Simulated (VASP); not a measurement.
Write the native input for VASP 6.6.1 that does the following.

- Task: single point
- Functional: PBE
- Potentials or basis: VASP PAW PBE potentials, release 64 (Ti_sv, Se)
- Cutoff: 500 eV
- k mesh: 6 × 6 × 6
- Occupations: gaussian, width 0.05 eV
- Spin: collinear spin, ferrimagnetic start
- Starting moments: [2.18, -0.35] μB
- Hubbard terms: Ti d U = 7.0 eV
- Dipole correction: no
- Further INCAR settings: ALGO = Normal; EDIFF = 1e-06; NBANDS = 20

The structure of TiSe lies in POSCAR:

```
TiSe
1.0
    3.4034008100      0.0000000000      0.0000000000
    0.0000000000      3.4034008100      0.0000000000
    0.0000000000      0.0000000000      3.4034008100
Ti Se
1 1
Direct
    0.0000000000      0.0000000000      0.0000000000
    0.5000000000      0.5000000000      0.5000000000
```

These files were run (other wordings do the same):

INCAR

```
SYSTEM = TiSe
PREC = Accurate ; ENCUT = 500
EDIFF = 1E-6 ; ISMEAR = 0
SIGMA = 0.05 ; LREAL = .FALSE.
LASPH = .TRUE. ; NELM = 200
ALGO = Normal ; ISIF = 2
LWAVE = .FALSE. ; LCHARG = .TRUE.
ISPIN = 2 ; MAGMOM = 2.18 -0.35
LORBIT = 11 ; LMAXMIX = 4
LDAU = .TRUE. ; LDAUTYPE = 2
LDAUL = 2 -1 ; LDAUU = 7 0
LDAUJ = 0 0 ; LDAUPRINT = 1
GGA = PE ; LELF = .TRUE.
LVHAR = .TRUE. ; NBANDS = 20
GGA_COMPAT = .FALSE.
```

KPOINTS

```
Automatic mesh
0
G
  6 6 6
  0 0 0
```

Potentials or basis: VASP PAW PBE potentials, release 64 (Ti_sv, Se).

Launch:

```sh
$ cat potpaw_PBE.64/Ti_sv/POTCAR potpaw_PBE.64/Se/POTCAR > POTCAR
$ mpirun -np 1 vasp_std > vasp.out
```

It gave:

```json
{"Pressure": "6.5 GPa", "Net moment": "2.00 μB per cell", "Site moments": "Ti +1.72; Se -0.03 μB", "Valence electrons inside the program's atomic spheres": "Ti 10.07; Se 3.95"}
```

Wall time 33 s on 1 thread of Intel(R) Xeon(R) Platinum 8488C (Sapphire Rapids), on a shared host, peak memory 0.18 GiB.
